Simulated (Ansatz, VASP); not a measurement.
## One calculation of FePt, two programs

INCAR

```
SYSTEM = FePt
PREC     = Accurate       ! precision mode
ENCUT    = 520            ! plane-wave cutoff, eV
EDIFF    = 1E-6           ! SCF threshold, eV
ISMEAR   = 0              ! smearing method
SIGMA    = 0.1            ! smearing width, eV
LREAL    = .False.        ! projectors in reciprocal space
LASPH    = .True.         ! aspherical terms in the spheres
NELM     = 80             ! most SCF steps
ALGO     = Fast           ! electronic algorithm
ISIF     = 2              ! what is computed and relaxed
LWAVE    = .False.        ! write WAVECAR
LCHARG   = .False.        ! write CHGCAR
GGA      = PE             ! functional
NBANDS   = 16             ! bands
```

File KPOINTS:

```
regular mesh
0
Gamma
  14 14 14
  0 0 0
```

POSCAR

```
FePt
1.0
    3.0592809269      0.0000000000      0.0000000000
    0.0000000000      3.0592809269      0.0000000000
    0.0000000000      0.0000000000      3.0592809269
Fe Pt
1 1
Direct
    0.0000000000      0.0000000000      0.0000000000
    0.5000000000      0.5000000000      0.5000000000
```

Input for Ansatz:

```yaml
crystal:
  lattice:
    - [3.0592809269, 0.0, 0.0]
    - [0.0, 3.0592809269, 0.0]
    - [0.0, 0.0, 3.0592809269]
  atoms:
    - { symbol: Fe, position: [0.0, 0.0, 0.0] }
    - { symbol: Pt, position: [0.5, 0.5, 0.5] }
basis:
  ecutwfc: 420
kpoints:
  mp_grid: { grid: [14, 14, 14] }
hamiltonian:
  xc: pbe
scf:
  occupations: { method: gaussian, width: 0.1 }
  lower_state_search: "off"
output:
  forces: true
  stress: true
  eigenvalues: true
```

Alike in both runs: task single point; functional PBE; k mesh 14 × 14 × 14; occupations gaussian, width 0.1 eV; no spin polarisation.

|  | VASP | Ansatz |
| --- | --- | --- |
| version | VASP 6.6.1 | Ansatz 0.2.0 |
| potentials or method | VASP PAW PBE potentials, release 64 (Fe, Pt), cutoff 520 eV | scalar-relativistic, plane waves, PAW |
| valence electrons in the cell | 18 | 34 |

```csv
,VASP,Ansatz,Ansatz less VASP
gap on the k mesh at the Fermi level (eV),none,none,-
pressure (GPa),-15.1,-14.6,+0.56
```

A gap of «none» marks a metal or a gap that the smearing closes. VASP's potentials hold 18 valence electrons a cell and Ansatz's 34, so a difference there can come from the potentials and not from the codes.

Neither program's run includes spin-orbit coupling.
